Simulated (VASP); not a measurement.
# CaSe (R-3m) in VASP: further runs

Runs on CaSe. Level: PBE. Tasks: single point, relaxation of cell and atoms.

Program: VASP 6.6.1. These are calculated values, not measurements. Logs are shortened: lines on timing, memory, paths and dates and some standing lists are left out, and cuts for length are marked.

### 1 The cell of the first run

The structure is trigonal, space group R-3m (No. 166). The conventional cell has a = 5.261 Å, b = 5.261 Å, c = 6.109 Å, α = 90.00°, β = 90.00°, γ = 120.00°. Within 4.0 Å of Ca (site symmetry -3m) lie 8 Se at 3.05 to 3.20 Å and 6 Ca at 3.66 Å. Within 4.0 Å of Se (site symmetry -3m) lie 8 Ca at 3.05 to 3.20 Å and 6 Se at 3.66 Å.

### 2 Single point, PBE

File INCAR:

```
ALGO     = Normal         # electronic algorithm
EDIFF    = 1E-6           # SCF threshold, eV
ENCUT    = 520            # plane-wave cutoff, eV
GGA      = PE             # functional
ISIF     = 2              # what is computed and relaxed
ISMEAR   = 0              # smearing method
LASPH    = T              # aspherical terms in the spheres
LCHARG   = F              # write CHGCAR
LREAL    = F              # projectors in reciprocal space
LWAVE    = F              # write WAVECAR
NBANDS   = 15             # bands
NELM     = 60             # most SCF steps
PREC     = Accurate       # precision mode
SIGMA    = 0.1            # smearing width, eV
```

File KPOINTS:

```
k-points
0
Gamma
  6 6 6
```

File POSCAR:

```
CaSe
1.0
    2.6305889573      1.5187712426      2.0363642397
   -2.6305889573      1.5187712426      2.0363642397
    0.0000000000     -3.0375424853      2.0363642397
Ca Se
1 1
Direct
    0.5000000000      0.5000000000      0.5000000000
    0.0000000000      0.0000000000      0.0000000000
```

Potentials or basis: VASP PAW PBE potentials, release 64 (Ca_sv, Se).

The run is started by

```bash
> cat potpaw_PBE.64/Ca_sv/POTCAR potpaw_PBE.64/Se/POTCAR > POTCAR
> mpirun -np 1 vasp_std > vasp.out
```

OUTCAR:

```text
EDIFF = 1E-6
   ENCUT = 520
   GGA = PE
   ISIF = 2
   ISMEAR = 0
   LASPH = T
   LREAL = F
   NELM = 60
   PREC = Accurate

 ion  position               nearest neighbor table
   1  0.500  0.500  0.500-
   2  0.000  0.000  0.000-

  LATTYP: Found a trigonal (rhomboedric) cell.
 ALAT       =     3.6569719258
 COS(alpha) =    -0.0348865161

  Lattice vectors:

 A1 = (   2.6305889573,   1.5187712426,   2.0363642397)
 A2 = (  -2.6305889573,   1.5187712426,   2.0363642397)
 A3 = (   0.0000000000,  -3.0375424853,   2.0363642397)

Analysis of symmetry for initial positions (statically):
=====================================================================
 Subroutine PRICEL returns:
 Original cell was already a primitive cell.

 Routine SETGRP: Setting up the symmetry group for a
 trigonal (rhombohedral) supercell.

 Subroutine GETGRP returns: Found 12 space group operations
 (whereof 12 operations were pure point group operations)
 out of a pool of 12 trial point group operations.

The static configuration has the point symmetry D_3d.

Analysis of symmetry for dynamics (positions and initial velocities):
=====================================================================
 Subroutine PRICEL returns:
 Original cell was already a primitive cell.

 Routine SETGRP: Setting up the symmetry group for a
 trigonal (rhombohedral) supercell.

 Subroutine GETGRP returns: Found 12 space group operations
 (whereof 12 operations were pure point group operations)
 out of a pool of 12 trial point group operations.

The dynamic configuration has the point symmetry D_3d.

 Subroutine INISYM returns: Found 12 space group operations
 (whereof 12 operations are pure point group operations),
 and found     1 'primitive' translations

----------------------------------------------------------------------------------------

                                     Primitive cell

  volume of cell :      48.8149

  direct lattice vectors                    reciprocal lattice vectors
     2.630588957  1.518771243  2.036364240     0.190071504  0.109737834  0.163690428
    -2.630588957  1.518771243  2.036364240    -0.190071504  0.109737834  0.163690428
     0.000000000 -3.037542485  2.036364240     0.000000000 -0.219475668  0.163690428

  length of vectors
     3.656971926  3.656971926  3.656971926     0.273795773  0.273795773  0.273795773

  position of ions in fractional coordinates (direct lattice)
     0.500000000  0.500000000  0.500000000
     0.000000000  0.000000000  0.000000000

  ion indices of the primitive-cell ions
   primitive index   ion index
                 1           1
                 2           2

----------------------------------------------------------------------------------------

 KPOINTS: k-points

Automatic generation of k-mesh.
 Grid dimensions read from file:
 generate k-points for:    6    6    6

 Generating k-lattice:

  Cartesian coordinates                     Fractional coordinates (reciprocal lattice)
     0.031678584  0.018289639  0.027281738     0.166666667  0.000000000  0.000000000
    -0.031678584  0.018289639  0.027281738     0.000000000  0.166666667  0.000000000
     0.000000000 -0.036579278  0.027281738     0.000000000  0.000000000  0.166666667

  Length of vectors
     0.045632629  0.045632629  0.045632629

  Shift w.r.t. Gamma in fractional coordinates (k-lattice)
     0.000000000  0.000000000  0.000000000

 Subroutine IBZKPT returns following result:
 ===========================================

 Found     32 irreducible k-points:

 Following reciprocal coordinates:
            Coordinates               Weight
  0.000000  0.000000  0.000000      1.000000
  0.166667  0.000000 -0.000000      6.000000
  0.333333  0.000000 -0.000000      6.000000
  0.500000 -0.000000 -0.000000      3.000000
  0.166667  0.166667 -0.000000      6.000000
  0.333333  0.166667 -0.000000     12.000000
[... 16 lines left out ...]
  0.500000  0.500000  0.166667      6.000000
 -0.333333  0.500000  0.166667     12.000000
 [... further k-points ...]
   k-points           NKPTS =     32   k-points in BZ     NKDIM =     32   number of bands    NBANDS=     15
   number of dos      NEDOS =    301   number of ions     NIONS =      2
   total plane-waves  NPLWV =  21952
   dimension x,y,z NGX =    28 NGY =   28 NGZ =   28
   dimension x,y,z NGXF=    56 NGYF=   56 NGZF=   56
   ions per type =               1   1
   NGX,Y,Z   is equivalent  to a cutoff of  12.73, 12.73, 12.73 a.u.
   NGXF,Y,Z  is equivalent  to a cutoff of  25.46, 25.46, 25.46 a.u.
 SYSTEM =  unknown system
   PREC   = accura    normal or accurate (medium, high low for compatibility)
   ISTART =      0    job   : 0-new  1-cont  2-samecut
   ICHARG =      2    charge: 1-file 2-atom 10-const
   ISPIN  =      1    spin polarized calculation?
   LNONCOLLINEAR =      F non collinear calculations
   LSORBIT =      F    spin-orbit coupling
   LASPH  =      T    aspherical Exc in radial PAW
   ENCUT  =  520.0 eV  38.22 Ry    6.18 a.u.   6.80  6.80  6.80*2*pi/ulx,y,z
   NELM   =     60;   NELMIN=  2; NELMDL= -5     # of ELM steps
   EDIFF  = 0.1E-05   stopping-criterion for ELM
   LREAL  =      F    real-space projection
   EDIFFG = 0.1E-04   stopping-criterion for IOM
   NSW    =      0    number of steps for IOM
   IBRION =     -1    ionic relax: 0-MD 1-quasi-New 2-CG
   NFREE  =      0    steps in history (QN), initial steepest desc. (CG)
   ISIF   =      2    stress and relaxation
   ISYM   =      2    0-nonsym 1-usesym 2-fastsym
   POTIM  = 0.5000    time-step for ionic-motion
   TEBEG  =    0.0;   TEEND  =   0.0 temperature during run
   PSTRESS=    0.0 pullay stress
   NELECT =      16.0000    total number of electrons
   NUPDOWN=      -1.0000    fix difference up-down
   EMIN   =  10.00;   EMAX   =-10.00  energy-range for DOS
   EFERMI =   0.00;   METHOD = LEGACY
   ISMEAR =     0;   SIGMA  =   0.10  broadening in eV -4-tet -1-fermi 0-gaus
   EFERMI_NEDOS =   21; number of points for ismear=-14 and -15
   IALGO  =     38    algorithm
   IMIX   =      4    mixing-type and parameters
     AMIX     =   0.40;   BMIX     =  1.00
     AMIX_MAG =   1.60;   BMIX_MAG =  1.00
  volume/ion in A,a.u.               =      24.41       164.71
  Fermi-wavevector in a.u.,A,eV,Ry     =   1.128749  2.133027 17.334840  1.274075
  Thomas-Fermi vector in A             =   2.265440
   LORBIT       =      0    0 simple, 1 ext, 2 COOP (PROOUT), +10 PAW based schemes
   GGA     = PE    functional components
   LHFCALC =     F    Hartree Fock is set to
   AEXX    =    0.0000 exact exchange contribution
   IVDW    =     0    specifies the selected vdW correction
   LEPSILON=     F    determine dielectric tensor
   LRPA    =     F    only Hartree local field effects (RPA)
 non-spin polarized calculation
 Gauss-broadening in eV      SIGMA  =   0.10
  energy-cutoff  :      520.00
  volume of cell :       48.81
 maximum number of plane-waves:      1328
   NGX = 13   NGY = 13   NGZ = 13

 number of electron      16.0000002 magnetization

 Free energy of the ion-electron system (eV)
  ---------------------------------------------------
  ext. energy  EPLUGINS =         0.00000000
  ---------------------------------------------------
  free energy    TOTEN  =        -8.79559797 eV

  energy without entropy =       -8.79559797  energy(sigma->0) =       -8.79559797

 E-fermi :   4.4975     XC(G=0):  -9.5092

 val. band max:        4.0931380890   @ k =   0.5000   0.5000  -0.0000
 cond. band min:       4.9007460385   @ k =   0.5000   0.5000  -0.0000
 fundamental gap:      0.8076079495
 Fermi energy:         4.4974664541

 k-point     1 :       0.0000    0.0000    0.0000
  band No.  band energies     occupation
      1     -37.2269      2.00000
      2     -18.1700      2.00000
      3     -18.1700      2.00000
      4     -18.1581      2.00000
      5      -8.8465      2.00000
      6       3.1505      2.00000
      7       3.3145      2.00000
      8       3.3145      2.00000
      9       5.2467      0.00000
     10       5.2467      0.00000
     11       6.0786      0.00000
     12       8.3789      0.00000
     13       8.5069      0.00000
     14       8.5069      0.00000
     15      13.2105      0.00000

 k-point     2 :       0.1667    0.0000   -0.0000
  band No.  band energies     occupation
      1     -37.2239      2.00000
      2     -18.2103      2.00000
      3     -18.1662      2.00000
      4     -18.1573      2.00000
      5      -8.6872      2.00000
      6       1.7039      2.00000
      7       3.1363      2.00000
      8       3.2950      2.00000
      9       5.4356      0.00000
     10       5.9683      0.00000
     11       7.3807      0.00000
     12       8.5489      0.00000
     13       8.5835      0.00000
     14       8.6280      0.00000
     15      12.5068      0.00000

 k-point     3 :       0.3333    0.0000   -0.0000
  band No.  band energies     occupation
      1     -37.2181      2.00000
      2     -18.2956      2.00000
      3     -18.1586      2.00000
      4     -18.1494      2.00000
      5      -8.3334      2.00000
      6      -0.0291      2.00000
      7       2.9957      2.00000
      8       3.2492      2.00000
      9       5.8896      0.00000
     10       7.2757      0.00000
     11       8.5280      0.00000
     12       8.8700      0.00000
     13       8.8859      0.00000
     14       9.2808      0.00000
     15      11.2117      0.00000
[... 343 lines left out ...]
 k-point    23 :       0.5000    0.5000    0.1667
  band No.  band energies     occupation
      1     -37.2012      2.00000
      2     -18.3041      2.00000
      3     -18.2856      2.00000
      4     -18.1711      2.00000
      5      -7.7167      2.00000
      6       0.5245      2.00000
      7       0.6569      2.00000
      8       2.7479      2.00000
      9       5.3936      0.00000
     10       7.3327      0.00000
     11       7.4173      0.00000
     12       8.2948      0.00000
     13       9.4299      0.00000
     14      10.2423      0.00000
     15      11.9300      0.00000

 k-point    24 :      -0.3333    0.5000    0.1667
  band No.  band energies     occupation
      1     -37.2040      2.00000
      2     -18.3050      2.00000
      3     -18.2573      2.00000
      4     -18.1742      2.00000
      5      -7.8045      2.00000
      6       0.2512      2.00000
      7       1.0846      2.00000
      8       2.6626      2.00000
      9       5.9014      0.00000
     10       7.2626      0.00000
     11       7.2990      0.00000
     12       8.9025      0.00000
     13       9.2297      0.00000
     14      10.3470      0.00000
     15      11.4825      0.00000

 [... further k-points ...]
[... 5 lines left out ...]
  --------------------------------------------------------------------------------------
  -------------------------------------------------------------------------------------
  Total        0.0248825      0.0248825      0.0847921     -0.0000000     -0.0000000     -0.0000000
  in kB        0.8166813      0.8166813      2.7830048     -0.0000000     -0.0000000     -0.0000000
  external PRESSURE =       1.4721225 kB  Pullay stress =       0.0000000 kB

 VOLUME and BASIS-vectors are now :
 -----------------------------------------------------------------------------
  energy-cutoff  :      520.00
  volume of cell :       48.81
      direct lattice vectors                 reciprocal lattice vectors
     2.630588957  1.518771243  2.036364240     0.190071504  0.109737834  0.163690428
    -2.630588957  1.518771243  2.036364240    -0.190071504  0.109737834  0.163690428
     0.000000000 -3.037542485  2.036364240     0.000000000 -0.219475668  0.163690428

 POSITION                                       TOTAL-FORCE (eV/Angst)
 -----------------------------------------------------------------------------------
      0.00000     -0.00000      3.05455        -0.000000      0.000000     -0.000000
      0.00000      0.00000      0.00000         0.000000     -0.000000      0.000000
 -----------------------------------------------------------------------------------
    total drift:                               -0.000000     -0.000000      0.000000

  FREE ENERGIE OF THE ION-ELECTRON SYSTEM (eV)
  ---------------------------------------------------
  free  energy   TOTEN  =        -8.7955979743 eV

  energy  without entropy=       -8.7955979742  energy(sigma->0) =       -8.79559797
```

It took 17 s on 1 thread of Intel Xeon 6975P-C, shared host; peak memory 0.17 GiB.

What came out:

| Item | Value |
| --- | --- |
| Free energy | -8.7956 eV |
| Pressure | 0.1 GPa |
| Band gap on the k mesh | 0.81 eV, direct |

Levels at points of the mesh, in eV from the valence-band top:
```
           k point  band 5  band 6  band 7  band 8  band 9  band 10  band 11  band 12
(0.00, 0.00, 0.00)  -12.94   -0.94   -0.78   -0.78    1.15     1.15     1.99     4.29
(0.50, 0.00, 0.00)  -12.23   -4.81   -1.17   -0.87    2.09     4.54     4.54     4.81
(0.50, 0.50, 0.00)  -11.93   -3.55   -3.39    0.00    0.81     2.86     3.20     3.30
(0.50, 0.50, 0.50)  -11.39   -3.62   -3.62   -3.56    3.67     3.67     4.27     5.38
```

A k mesh can miss the band edges. A hybrid or GW would open this gap; PBE tends to underestimate it.

### 3 Relaxation of cell and atoms, PBE

This run uses another cell than the first one, of 28.67 Å³/atom, 1.175 times its volume.

File INCAR:

```
SYSTEM = CaSe
PREC     = Accurate       ! precision mode
ENCUT    = 600            ! plane-wave cutoff, eV
EDIFF    = 1E-6           ! SCF threshold, eV
ISMEAR   = 0              ! smearing method
SIGMA    = 0.1            ! smearing width, eV
LREAL    = .FALSE.        ! projectors in reciprocal space
LASPH    = .TRUE.         ! aspherical terms in the spheres
NELM     = 80             ! most SCF steps
ALGO     = Normal         ! electronic algorithm
ISIF     = 3              ! what is computed and relaxed
LWAVE    = .FALSE.        ! write WAVECAR
LCHARG   = .FALSE.        ! write CHGCAR
GGA      = PE             ! functional
IBRION   = 2              ! ionic algorithm
NSW      = 90             ! ionic steps
EDIFFG   = -0.04          ! ionic threshold
```

File KPOINTS:

```
regular mesh
0
G
  6 6 6
  0 0 0
```

File POSCAR:

```
CaSe
1.0
    3.1056561800      1.7930514300      1.7160885000
   -3.1056561800      1.7930514300      1.7160885000
    0.0000000000     -3.5861028600      1.7160885000
Ca Se
1 1
Direct
    0.5000000000      0.5000000000      0.5000000000
    0.0000000000      0.0000000000      0.0000000000
```

Potentials or basis: VASP PAW PBE potentials, release 64 (Ca_sv, Se).

The run is started by

```bash
> cat potpaw_PBE.64/Ca_sv/POTCAR potpaw_PBE.64/Se/POTCAR > POTCAR
> mpirun -np 1 vasp_std > vasp.out
```

Run time: 1.9 min. Hardware: 1 thread of Intel Xeon 6975P-C, shared host; peak memory 0.21 GiB.

The run converged. Its results:

```yaml
Free_energy: -8.7955 eV
Relaxed_volume: 24.52 Å³/atom
Relaxed_cell: a = 3.661 Å, b = 3.661 Å, c = 3.661 Å, α = 91.10°, β = 91.10°, γ = 91.10°
Space_group_after_relaxing_to_0.05_Å: R-3m (No. 166)
Energy_gained_by_relaxing: 331.6 meV/atom
Ionic_steps: 10
Pressure_after_relaxing: -0.1 GPa
Band_gap_on_the_k_mesh: 0.80 eV, direct
```

Step by step:
```tsv
step	energy change (eV)	largest force (eV/Å)	pressure (GPa)	volume (Å³)
1	0.0000	0.0000	4.53	57.34
2	-0.2958	0.0000	-6.66	63.41
3	-0.3694	0.0000	-4.10	61.07
4	-0.5335	0.0000	-2.86	55.71
5	-0.6330	0.0000	-0.22	50.48
6	-0.6404	0.0000	1.86	47.99
7	-0.6419	0.0000	1.20	48.70
8	-0.6594	0.0000	0.41	48.88
9	-0.6623	0.0000	0.14	48.94
10	-0.6632	0.0000	-0.15	49.03
```

Final structure:
```
CELL_PARAMETERS angstrom
2.61331 1.50879 2.07253
-2.61331 1.50879 2.07253
0.00000 -3.01759 2.07253
ATOMIC_POSITIONS crystal
Ca 0.50000 0.50000 0.50000
Se 0.00000 0.00000 0.00000
```

Levels at points of the mesh, in eV from the valence-band top:
| k point | band 6 | band 7 | band 8 | band 9 | band 10 | band 11 |
| --- | --- | --- | --- | --- | --- | --- |
| (0.00, 0.00, 0.00) | -0.90 | -0.81 | -0.81 | 1.14 | 1.14 | 1.96 |
| (0.50, 0.00, 0.00) | -4.80 | -1.09 | -0.93 | 2.05 | 4.53 | 4.56 |
| (0.50, 0.50, 0.00) | -3.52 | -3.43 | 0.00 | 0.80 | 2.89 | 3.18 |
| (0.50, 0.50, 0.50) | -3.60 | -3.60 | -3.56 | 3.73 | 3.73 | 4.05 |

A k mesh can miss the band edges. PBE gaps usually lie below the measured ones, often by a third to a half.
